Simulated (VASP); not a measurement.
Here is a VASP 6.6.1 calculation.

Contents of POSCAR:

```
ZrN
1.0
    0.0000000000      2.0552163017      2.0552163017
    2.0552163017      0.0000000000      2.0552163017
    2.0552163017      2.0552163017      0.0000000000
Zr N
1 1
Direct
    0.0000000000      0.0000000000      0.0000000000
    0.5000000000      0.5000000000      0.5000000000
```

INCAR.step1

```
SYSTEM = ZrN
PREC = Accurate ; ENCUT = 660
ISMEAR = -1 ; SIGMA = 0.05
LREAL = .False. ; LASPH = .True.
NELM = 120 ; NBANDS = 16
GGA = PE ; ALGO = Normal
EDIFF = 1E-5 ; LWAVE = .True.
LCHARG = .False. ; GGA_COMPAT = .False.
```

File INCAR.step2:

```
SYSTEM = ZrN
PREC = Accurate ; ENCUT = 660
EDIFF = 1E-6 ; ISMEAR = -1
SIGMA = 0.05 ; LREAL = .False.
LASPH = .True. ; NELM = 120
ALGO = Normal ; ISIF = 2
LWAVE = .False. ; LCHARG = .False.
METAGGA = R2SCAN ; LMIXTAU = .True.
NBANDS = 16 ; ISTART = 1
GGA_COMPAT = .False.
```

The input KPOINTS:

```
Automatic mesh
0
Gamma
  15 15 15
  0 0 0
```

Potentials or basis: VASP PAW PBE potentials, release 64 (Zr_sv, N).

The run is started by

```bash
$ cat potpaw_PBE.64/Zr_sv/POTCAR potpaw_PBE.64/N/POTCAR > POTCAR
$ cp INCAR.step1 INCAR
$ mpirun -np 1 vasp_std > vasp.out
$ cp INCAR.step2 INCAR
$ mpirun -np 1 vasp_std > vasp.out
```

Predict the band gap on the k mesh.

zero (an odd number of electrons rules out a gap without spin polarisation).

Estimate the pressure.

173.2 GPa.

Caveat: the cell stands under pressure; the PAW data sets were made with another functional, which shifts forces and pressure a little.
